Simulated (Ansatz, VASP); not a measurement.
# Two plane-wave programs on Bi

File INCAR:

```
PREC = Accurate
ENCUT = 520
EDIFF = 1E-6
ISMEAR = 0
SIGMA = 0.1
LREAL = False
LASPH = True
NELM = 60
ALGO = Fast
ISIF = 2
LWAVE = False
LCHARG = False
GGA = PE
NBANDS = 14
```

File KPOINTS:

```
regular mesh
0
Gamma
  16 16 16
```

File POSCAR:

```
Bi
1.0
   -1.9399393765      1.9399393765      1.9399393765
    1.9399393765     -1.9399393765      1.9399393765
    1.9399393765      1.9399393765     -1.9399393765
Bi
1
Direct
    0.0000000000      0.0000000000      0.0000000000
```

Input for Ansatz:

```yaml
crystal:
  lattice:
    - [-1.9399393765, 1.9399393765, 1.9399393765]
    - [1.9399393765, -1.9399393765, 1.9399393765]
    - [1.9399393765, 1.9399393765, -1.9399393765]
  atoms:
    - { symbol: Bi, position: [0.0, 0.0, 0.0] }
basis:
  ecutwfc: 420
kpoints:
  mp_grid: { grid: [16, 16, 16] }
hamiltonian:
  xc: pbe
scf:
  occupations: { method: gaussian, width: 0.1 }
output:
  forces: true
  stress: true
  eigenvalues: true
```

Alike in both runs: task single point; functional PBE; k mesh 16 × 16 × 16; occupations gaussian, width 0.1 eV; no spin polarisation.

```csv
,VASP,Ansatz
version,VASP 6.6.1,Ansatz 0.2.0
potentials or method,"VASP PAW PBE potentials, release 64 (Bi_d), cutoff 520 eV","scalar-relativistic, plane waves, PAW"
valence electrons in the cell,15,15
```

```tsv
	VASP	Ansatz	Ansatz less VASP
gap on the k mesh at the Fermi level (eV)	none	none	-
pressure (GPa)	4.8	4.8	+0.04
```

A gap of «none» marks a metal or a gap that the smearing closes.

Neither program's run includes spin-orbit coupling.
